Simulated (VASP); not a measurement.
Here is a VASP 6.6.1 calculation.

File INCAR:

```
  PREC = Accurate
  ENCUT = 520
  EDIFF = 1E-7
  ISMEAR = -1
  SIGMA = 0.0689
  LREAL = Auto
  LASPH = True
  NELM = 100
  ALGO = Normal
  ISIF = 2
  LWAVE = False
  LCHARG = False
  GGA = PE
  NBANDS = 54
```

The input KPOINTS:

```
Automatic mesh
0
Gamma
  4 4 4
```

The input POSCAR:

```
LiCl
1.0
   -3.9508755633      0.0000000000      6.3992626309
   -3.9508755633      0.0000000000     -6.3992626309
    3.9508755633     -6.8431172099      0.0000000000
Li Cl
8 8
Direct
    0.5707024108      0.7393224424      0.3647913714
    0.6117753581      0.7260654581      0.8441202575
    0.1336557058      0.2042578748      0.3026697275
    0.0932324032      0.2492516099      0.8605186911
    0.5133277098      0.1155240438      0.1755131870
    0.5556031535      0.2371973637      0.7765406523
    0.9912748914      0.6508367972      0.1980883222
    0.0620329308      0.6438081049      0.6607486966
    0.3681665093      0.9110853467      0.3396066273
    0.4695693130      0.9312792965      0.8366475842
    0.9024109341      0.3623341508      0.3196341685
    0.9205268792      0.4607400776      0.8520469212
    0.8353791508      0.8491414069      0.1542864747
    0.8034188080      0.7896013992      0.6511274678
    0.3724135494      0.3461233433      0.1620864640
    0.3186600593      0.3399902354      0.6487404027
```

Potentials or basis: VASP PAW PBE potentials, release 64 (Li_sv, Cl).

Run with:

```sh
$ cat potpaw_PBE.64/Li_sv/POTCAR potpaw_PBE.64/Cl/POTCAR > POTCAR
$ mpirun -np 1 vasp_std > vasp.out
```

(1) What does it give for the band gap on the k mesh?

(2) Estimate the largest force.

Answers

(1) 5.47 eV, direct.

(2) 0.846 eV/Å.
